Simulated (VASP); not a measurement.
Wanted: the native input for a VASP 6.6.1 run.

* Task: single point
* Functional: PBE
* Potentials or basis: VASP PAW PBE potentials, release 64 (Se)
* Cutoff: 520 eV
* k mesh: 15 × 15 × 15
* Occupations: fermi-dirac, width 0.08 eV
* Spin: no spin polarisation
* Dipole correction: no
* Further INCAR settings: ALGO = Normal; EDIFF = 1e-06; NBANDS = 9

The structure of Se lies in POSCAR:

```
Se
1.0
    2.4877692454      0.0000000000      0.0000000000
    0.0000000000      2.4877692454      0.0000000000
    0.0000000000      0.0000000000      2.4877692454
Se
1
Direct
    0.0000000000      0.0000000000      0.0000000000
```

This cell differs from its parent crystal: volume scaled by 0.68.

One way to write it, as run:

INCAR

```
PREC     = Accurate       # precision mode
ENCUT    = 520            # plane-wave cutoff, eV
EDIFF    = 1E-6           # SCF threshold, eV
ISMEAR   = -1             # smearing method
SIGMA    = 0.08           # smearing width, eV
LREAL    = F              # projectors in reciprocal space
LASPH    = T              # aspherical terms in the spheres
NELM     = 60             # most SCF steps
ALGO     = Normal         # electronic algorithm
ISIF     = 2              # what is computed and relaxed
LWAVE    = F              # write WAVECAR
LCHARG   = F              # write CHGCAR
GGA      = PE             # functional
NBANDS   = 9              # bands
```

KPOINTS

```
regular mesh
0
Gamma
  15 15 15
```

Potentials or basis: VASP PAW PBE potentials, release 64 (Se).

Run with:

```bash
$ cat potpaw_PBE.64/Se/POTCAR > POTCAR
$ mpirun -np 1 vasp_std > vasp.out
```

Results of the run:

- Pressure: 64.6 GPa
- Band gap on the k mesh: zero (band 3 reaches 14.92 eV, above the bottom of band 4 at 5.45 eV)

Run time: 6.7 s on 1 thread of Intel(R) Xeon(R) Platinum 8559C (Emerald Rapids), on a shared host, peak memory 0.13 GiB.
